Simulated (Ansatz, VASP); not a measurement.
# One calculation of Hg, two programs

Contents of INCAR:

```
PREC     = Accurate       # precision mode
ENCUT    = 500            # plane-wave cutoff, eV
EDIFF    = 1E-6           # SCF threshold, eV
ISMEAR   = -1             # smearing method
SIGMA    = 0.03           # smearing width, eV
LREAL    = False          # projectors in reciprocal space
LASPH    = True           # aspherical terms in the spheres
NELM     = 120            # most SCF steps
ALGO     = Normal         # electronic algorithm
ISIF     = 2              # what is computed and relaxed
LWAVE    = False          # write WAVECAR
LCHARG   = False          # write CHGCAR
GGA      = CA             # functional
NBANDS   = 16             # bands
GGA_COMPAT= False
```

Contents of KPOINTS:

```
Automatic mesh
0
Gamma
  11 11 11
```

The input POSCAR:

```
Hg
1.0
    1.7463233735      1.0082402698      2.1478810803
   -1.7463233735      1.0082402698      2.1478810803
    0.0000000000     -2.0164805396      2.1478810803
Hg
1
Direct
    0.0000000000      1.0000000000      0.0000000000
```

Input for Ansatz:

```yaml
crystal:
  lattice:
    - [1.7463233735, 1.0082402698, 2.1478810803]
    - [-1.7463233735, 1.0082402698, 2.1478810803]
    - [0.0, -2.0164805396, 2.1478810803]
  atoms:
    - { symbol: Hg, position: [0.0, 1.0, 0.0] }
hamiltonian:
  xc: lda
  pseudopotentials:
    kind: paw
    azcp:
      Hg: "pseudopotentials/Hg.paw.azcp"
basis:
  ecutwfc: 420
  fft_grid_basis: typed
kpoints:
  mp_grid: { grid: [11, 11, 11], shift: [0, 0, 0] }
magnetization:
  spin_polarized: false
scf:
  occupations: { method: fermi_dirac, width: 0.03 }
  lower_state_search: "off"
output:
  stress: true
```

Alike in both runs: task single point; functional LDA; k mesh 11 × 11 × 11; occupations fermi-dirac, width 0.03 eV; no spin polarisation.

```csv
,VASP,Ansatz
version,VASP 6.6.1,Ansatz 0.2.0
potentials or method,"VASP PAW LDA potentials, release 64 (Hg_sv_GW), cutoff 500 eV","plane waves (420 eV) with PAW, scalar-relativistic"
valence electrons in the cell,20,20
```

Ansatz gave:

- pressure (GPa): 0.1
- traceless stress, the component that is largest in VASP (GPa): 0.11

Which values does VASP return?

Pressure (GPa): -1.0; traceless stress, the component that is largest in VASP (GPa): 0.24.

Ansatz warns that its potentials were made for another functional, while VASP's fit it. LDA's correlation is that of Perdew and Zunger in VASP and of Perdew and Wang (1992) in Ansatz.

Spin-orbit coupling is off throughout.
